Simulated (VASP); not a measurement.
# BaF2 (Fm-3m) in VASP: density of states with PBE

Aim: the density of states of BaF2 with PBE.

Program: VASP 6.6.1. These are calculated values, not measurements. Logs are shortened: lines on timing, memory, paths and dates and some standing lists are left out, and cuts for length are marked.

## (1) The cell of the first run

It takes space group Fm-3m (No. 225, cubic). The conventional cell has a = 6.246 Å, b = 6.246 Å, c = 6.246 Å, α = 90.00°, β = 90.00°, γ = 90.00°. Within 3.6 Å of Ba (site symmetry m-3m) lie 8 F at 2.70 Å. Within 3.6 Å of F (site symmetry -43m) lie 4 Ba at 2.70 Å and 6 F at 3.12 Å.

## (2) Density of states, PBE

Contents of POSCAR:

```
BaF2
1.0
    0.0000000000      3.1231177238      3.1231177238
    3.1231177238      0.0000000000      3.1231177238
    3.1231177238      3.1231177238      0.0000000000
Ba F
1 2
Direct
    0.0000000000      0.0000000000      0.0000000000
    0.7500000000      0.7500000000      0.7500000000
    0.2500000000      0.2500000000      0.2500000000
```

Contents of INCAR.step1:

```
SYSTEM = BaF2
ALGO     = Normal         ! electronic algorithm
EDIFF    = 1E-6           ! SCF threshold, eV
ENCUT    = 520            ! plane-wave cutoff, eV
GGA      = PE             ! functional
GGA_COMPAT= .False.      
ISIF     = 2              ! what is computed and relaxed
ISMEAR   = 0              ! smearing method
LASPH    = .True.         ! aspherical terms in the spheres
LCHARG   = .True.         ! write CHGCAR
LORBIT   = 11             ! projections on sites
LREAL    = .False.        ! projectors in reciprocal space
LWAVE    = .False.        ! write WAVECAR
NBANDS   = 19             ! bands
NEDOS    = 2001           ! points of the DOS
NELM     = 120            ! most SCF steps
PREC     = Accurate       ! precision mode
SIGMA    = 0.02           ! smearing width, eV
```

Contents of KPOINTS.step1:

```
k-points
0
Gamma
  6 6 6
  0 0 0
```

Contents of INCAR.step2:

```
SYSTEM = BaF2
ALGO     = Normal         ! electronic algorithm
EDIFF    = 1E-6           ! SCF threshold, eV
ENCUT    = 520            ! plane-wave cutoff, eV
GGA      = PE             ! functional
GGA_COMPAT= .False.      
ICHARG   = 11             ! starting density
ISIF     = 2              ! what is computed and relaxed
ISMEAR   = -5             ! smearing method
LASPH    = .True.         ! aspherical terms in the spheres
LCHARG   = .False.        ! write CHGCAR
LORBIT   = 10             ! projections on sites
LREAL    = .False.        ! projectors in reciprocal space
LWAVE    = .False.        ! write WAVECAR
NEDOS    = 1001           ! points of the DOS
NELM     = 120            ! most SCF steps
PREC     = Accurate       ! precision mode
SIGMA    = 0.02           ! smearing width, eV
```

Contents of KPOINTS.step2:

```
k-points
0
Gamma
  9 9 9
  0 0 0
```

Potentials or basis: VASP PAW PBE potentials, release 64 (Ba_sv, F).

On the command line:

```bash
> cat potpaw_PBE.64/Ba_sv/POTCAR potpaw_PBE.64/F/POTCAR > POTCAR
> cp INCAR.step1 INCAR
> cp KPOINTS.step1 KPOINTS
> mpirun -np 1 vasp_std > vasp.out
> cp INCAR.step2 INCAR
> cp KPOINTS.step2 KPOINTS
> mpirun -np 1 vasp_std > vasp.out
```

OUTCAR:

```text
SYSTEM = BaF2
   EDIFF = 1E-6
   ENCUT = 520
   GGA = PE
   ICHARG = 11
   ISIF = 2
   ISMEAR = -5
   LASPH = .True.
   LORBIT = 10
   LREAL = .False.
   NELM = 120
   PREC = Accurate

 ion  position               nearest neighbor table
   1  0.000  0.000  0.000-   2 2.70   2 2.70   2 2.70   2 2.70   3 2.70   3 2.70   3 2.70   3 2.70

   2  0.750  0.750  0.750-   1 2.70   1 2.70   1 2.70   1 2.70
   3  0.250  0.250  0.250-   1 2.70   1 2.70   1 2.70   1 2.70

  LATTYP: Found a face centered cubic cell.
 ALAT       =     6.2462354476

  Lattice vectors:

 A1 = (   0.0000000000,   3.1231177238,   3.1231177238)
 A2 = (   3.1231177238,   0.0000000000,   3.1231177238)
 A3 = (   3.1231177238,   3.1231177238,   0.0000000000)

Analysis of symmetry for initial positions (statically):
[... 5 lines left out ...]
 face centered cubic supercell.

 Subroutine GETGRP returns: Found 48 space group operations
 (whereof 48 operations were pure point group operations)
 out of a pool of 48 trial point group operations.

The static configuration has the point symmetry O_h .

Analysis of symmetry for dynamics (positions and initial velocities):
[... 5 lines left out ...]
 face centered cubic supercell.

 Subroutine GETGRP returns: Found 48 space group operations
 (whereof 48 operations were pure point group operations)
 out of a pool of 48 trial point group operations.

The dynamic configuration has the point symmetry O_h .

 Subroutine INISYM returns: Found 48 space group operations
 (whereof 48 operations are pure point group operations),
 and found     1 'primitive' translations

----------------------------------------------------------------------------------------

                                     Primitive cell

  volume of cell :      60.9249

  direct lattice vectors                    reciprocal lattice vectors
     0.000000000  3.123117724  3.123117724    -0.160096431  0.160096431  0.160096431
     3.123117724  0.000000000  3.123117724     0.160096431 -0.160096431  0.160096431
     3.123117724  3.123117724  0.000000000     0.160096431  0.160096431 -0.160096431

  length of vectors
     4.416755442  4.416755442  4.416755442     0.277295152  0.277295152  0.277295152

  position of ions in fractional coordinates (direct lattice)
     0.000000000  0.000000000  0.000000000
     0.750000000  0.750000000  0.750000000
     0.250000000  0.250000000  0.250000000

  ion indices of the primitive-cell ions
   primitive index   ion index
                 1           1
                 2           2
                 3           3

----------------------------------------------------------------------------------------

 KPOINTS: k-points

Automatic generation of k-mesh.
 Grid dimensions read from file:
 generate k-points for:    9    9    9

 Generating k-lattice:

  Cartesian coordinates                     Fractional coordinates (reciprocal lattice)
    -0.017788492  0.017788492  0.017788492     0.111111111  0.000000000  0.000000000
     0.017788492 -0.017788492  0.017788492     0.000000000  0.111111111  0.000000000
     0.017788492  0.017788492 -0.017788492     0.000000000  0.000000000  0.111111111

  Length of vectors
     0.030810572  0.030810572  0.030810572

  Shift w.r.t. Gamma in fractional coordinates (k-lattice)
     0.000000000  0.000000000  0.000000000

 TETIRR: Found    115 inequivalent tetrahedra from     4374

 Subroutine IBZKPT returns following result:
 ===========================================

 Found     35 irreducible k-points:

 Following reciprocal coordinates:
            Coordinates               Weight
  0.000000  0.000000  0.000000      1.000000
  0.111111  0.000000  0.000000      8.000000
  0.222222  0.000000  0.000000      8.000000
  0.333333  0.000000  0.000000      8.000000
  0.444444  0.000000  0.000000      8.000000
  0.111111  0.111111  0.000000      6.000000
[... 16 lines left out ...]
 -0.333333  0.333333  0.000000     12.000000
  0.444444  0.444444  0.000000      6.000000
 [... further k-points ...]
   k-points           NKPTS =     35   k-points in BZ     NKDIM =     35   number of bands    NBANDS=     16
   number of dos      NEDOS =   1001   number of ions     NIONS =      3
   total plane-waves  NPLWV =  46656
   dimension x,y,z NGX =    36 NGY =   36 NGZ =   36
   dimension x,y,z NGXF=    72 NGYF=   72 NGZF=   72
   ions per type =               1   2
   NGX,Y,Z   is equivalent  to a cutoff of  13.55, 13.55, 13.55 a.u.
   NGXF,Y,Z  is equivalent  to a cutoff of  27.10, 27.10, 27.10 a.u.
 SYSTEM =  BaF2
   PREC   = accura    normal or accurate (medium, high low for compatibility)
   ISTART =      0    job   : 0-new  1-cont  2-samecut
   ICHARG =     11    charge: 1-file 2-atom 10-const
   ISPIN  =      1    spin polarized calculation?
   LNONCOLLINEAR =      F non collinear calculations
   LSORBIT =      F    spin-orbit coupling
   LASPH  =      T    aspherical Exc in radial PAW
   ENCUT  =  520.0 eV  38.22 Ry    6.18 a.u.   8.21  8.21  8.21*2*pi/ulx,y,z
   NELM   =    120;   NELMIN=  2; NELMDL=  0     # of ELM steps
   EDIFF  = 0.1E-05   stopping-criterion for ELM
   LREAL  =      F    real-space projection
   EDIFFG = 0.1E-04   stopping-criterion for IOM
   NSW    =      0    number of steps for IOM
   IBRION =     -1    ionic relax: 0-MD 1-quasi-New 2-CG
   NFREE  =      0    steps in history (QN), initial steepest desc. (CG)
   ISIF   =      2    stress and relaxation
   ISYM   =      2    0-nonsym 1-usesym 2-fastsym
   POTIM  = 0.5000    time-step for ionic-motion
   TEBEG  =    0.0;   TEEND  =   0.0 temperature during run
   PSTRESS=    0.0 pullay stress
   NELECT =      24.0000    total number of electrons
   NUPDOWN=      -1.0000    fix difference up-down
   EMIN   =  10.00;   EMAX   =-10.00  energy-range for DOS
   EFERMI =   0.00;   METHOD = LEGACY
   ISMEAR =    -5;   SIGMA  =   0.02  broadening in eV -4-tet -1-fermi 0-gaus
   EFERMI_NEDOS =   21; number of points for ismear=-14 and -15
   IALGO  =     38    algorithm
   IMIX   =      4    mixing-type and parameters
     AMIX     =   0.40;   BMIX     =  1.00
     AMIX_MAG =   1.60;   BMIX_MAG =  1.00
  volume/ion in A,a.u.               =      20.31       137.05
  Fermi-wavevector in a.u.,A,eV,Ry     =   1.200089  2.267840 19.595305  1.440214
  Thomas-Fermi vector in A             =   2.335935
   LORBIT       =     10    0 simple, 1 ext, 2 COOP (PROOUT), +10 PAW based schemes
   GGA     = PE    functional components
   LHFCALC =     F    Hartree Fock is set to
   AEXX    =    0.0000 exact exchange contribution
   IVDW    =     0    specifies the selected vdW correction
   LEPSILON=     F    determine dielectric tensor
   LRPA    =     F    only Hartree local field effects (RPA)
 non-spin polarized calculation
 Fermi weights with tetrahedron method with Bloechl corrections
  energy-cutoff  :      520.00
  volume of cell :       60.92
 maximum number of plane-waves:      1655
 NGX is ok and might be reduce to    36

 number of electron      24.0000013 magnetization

 Free energy of the ion-electron system (eV)
  ---------------------------------------------------
  ext. energy  EPLUGINS =         0.00000000
  ---------------------------------------------------
  free energy    TOTEN  =       -17.12447474 eV

  energy without entropy =      -17.12447474  energy(sigma->0) =      -17.12447474

 E-fermi :  -2.1399     XC(G=0):  -8.5994

 val. band max:       -2.1555096786   @ k =  -0.2222   0.2222   0.0000
 cond. band min:       4.5054786432   @ k =   0.0000   0.0000   0.0000
 fundamental gap:      6.6609883218
 Fermi energy:        -2.1398661298

 k-point     1 :       0.0000    0.0000    0.0000
  band No.  band energies     occupation
      1     -25.3199      2.00000
      2     -21.0579      2.00000
      3     -21.0363      2.00000
      4     -10.1862      2.00000
      5     -10.1862      2.00000
      6     -10.1862      2.00000
[... 8 lines left out ...]
     15       6.9366      0.00000
     16       9.0494      0.00000

 k-point     2 :       0.1111    0.0000    0.0000
  band No.  band energies     occupation
      1     -25.2993      2.00000
      2     -21.0699      2.00000
      3     -21.0614      2.00000
      4     -10.2070      2.00000
      5     -10.2038      2.00000
      6     -10.2038      2.00000
[... 8 lines left out ...]
     15       6.9281      0.00000
     16       8.9073      0.00000

 k-point     3 :       0.2222    0.0000    0.0000
  band No.  band energies     occupation
      1     -25.2460      2.00000
      2     -21.1359      2.00000
      3     -21.0903      2.00000
      4     -10.2554      2.00000
      5     -10.2475      2.00000
      6     -10.2475      2.00000
[... 8 lines left out ...]
     15       6.9157      0.00000
     16       8.5599      0.00000

 k-point     4 :       0.3333    0.0000    0.0000
  band No.  band energies     occupation
      1     -25.1829      2.00000
      2     -21.2195      2.00000
      3     -21.1174      2.00000
      4     -10.3039      2.00000
      5     -10.2956      2.00000
      6     -10.2956      2.00000
[... 8 lines left out ...]
     15       6.9154      0.00000
     16       8.1380      0.00000
[... 324 lines left out ...]
 k-point    22 :      -0.4444    0.3333    0.0000
  band No.  band energies     occupation
      1     -25.0792      2.00000
      2     -21.3085      2.00000
      3     -21.2055      2.00000
      4     -10.4858      2.00000
      5     -10.4806      2.00000
      6     -10.1512      2.00000
[... 8 lines left out ...]
     15       7.7260      0.00000
     16       8.3893      0.00000

 k-point    23 :      -0.3333    0.3333    0.0000
  band No.  band energies     occupation
      1     -25.0859      2.00000
      2     -21.2702      2.00000
      3     -21.2337      2.00000
      4     -10.4411      2.00000
      5     -10.4305      2.00000
      6     -10.2355      2.00000
[... 8 lines left out ...]
     15       7.3459      0.00000
     16       8.0553      0.00000

 k-point    24 :       0.4444    0.4444    0.0000
  band No.  band energies     occupation
      1     -25.0776      2.00000
      2     -21.3443      2.00000
      3     -21.1706      2.00000
      4     -10.5325      2.00000
      5     -10.5325      2.00000
      6     -10.0491      2.00000
[... 8 lines left out ...]
     15       8.3049      0.00000
     16       9.5806      0.00000

 [... further k-points ...]
[... 5 lines left out ...]
  --------------------------------------------------------------------------------------
  -------------------------------------------------------------------------------------
  Total        0.3729975      0.3729975      0.3729975      0.0000000     -0.0000000      0.0000000
  in kB        9.8089249      9.8089249      9.8089249      0.0000000     -0.0000000      0.0000000
  external PRESSURE =       9.8089249 kB  Pullay stress =       0.0000000 kB

 VOLUME and BASIS-vectors are now :
 -----------------------------------------------------------------------------
  energy-cutoff  :      520.00
  volume of cell :       60.92
      direct lattice vectors                 reciprocal lattice vectors
     0.000000000  3.123117724  3.123117724    -0.160096431  0.160096431  0.160096431
     3.123117724  0.000000000  3.123117724     0.160096431 -0.160096431  0.160096431
     3.123117724  3.123117724  0.000000000     0.160096431  0.160096431 -0.160096431

 POSITION                                       TOTAL-FORCE (eV/Angst)
 -----------------------------------------------------------------------------------
      0.00000      0.00000      0.00000         0.000000     -0.000000      0.000000
      4.68468      4.68468      4.68468        -0.000000     -0.000000     -0.000000
      1.56156      1.56156      1.56156         0.000000      0.000000      0.000000
 -----------------------------------------------------------------------------------
    total drift:                                0.000000      0.000000      0.000000

  FREE ENERGIE OF THE ION-ELECTRON SYSTEM (eV)
  ---------------------------------------------------
  free  energy   TOTEN  =       -17.1244747425 eV

  energy  without entropy=      -17.1244747425  energy(sigma->0) =      -17.12447474

 total charge

# of ion       s       p       d       tot
------------------------------------------
    1        1.997   5.648   0.220   7.865
    2        1.734   4.358   0.000   6.092
    3        1.734   4.358   0.000   6.092
--------------------------------------------------
tot          5.466  14.364   0.220  20.050
```

Run time: 48 s. Hardware: 1 thread of Intel Xeon Platinum 8259CL at 2.50GHz (Skylake/Cascade Lake), shared host; peak memory 0.21 GiB.

What came out:

```yaml
Valence_electrons_inside_the_program's_atomic_spheres: Ba 7.87; F 6.09
```

Caveat: spin-orbit coupling is left out, which moves the levels of the heavy elements.
